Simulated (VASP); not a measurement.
Input of a VASP 6.6.1 run:

File INCAR:

```
SYSTEM = CdSe
PREC = Accurate ; ENCUT = 500
EDIFF = 1E-6 ; ISMEAR = 0
SIGMA = 0.01 ; LREAL = .FALSE.
LASPH = .TRUE. ; NELM = 120
ALGO = Normal ; ISIF = 2
LWAVE = .FALSE. ; LCHARG = .FALSE.
GGA = PS ; NBANDS = 16
GGA_COMPAT = .FALSE.
```

KPOINTS

```
Automatic mesh
0
G
  4 4 4
  0 0 0
```

File POSCAR:

```
CdSe
1.0
    0.0307356244      3.0413980497      3.0106624253
    3.0413980497      0.0307356244      3.0106624253
    3.0721336741      3.0721336741      0.0000000000
Cd Se
1 1
Direct
    0.0022091487      0.0022091487     -0.0022091487
    0.2477908513      0.2477908513      0.2522091487
```

Potentials or basis: VASP PAW PBE potentials, release 64 (Cd, Se).

Run with:

```bash
$ cat potpaw_PBE.64/Cd/POTCAR potpaw_PBE.64/Se/POTCAR > POTCAR
$ mpirun -np 1 vasp_std > vasp.out
```

(1) Estimate the band gap on the k mesh.

(2) Estimate the pressure.

Answers

(1) 0.45 eV.

(2) 1.1 GPa.

Caveat: the k points lie up to 0.45 Å⁻¹ apart; the PAW data sets were made with another functional, which shifts forces and pressure a little.
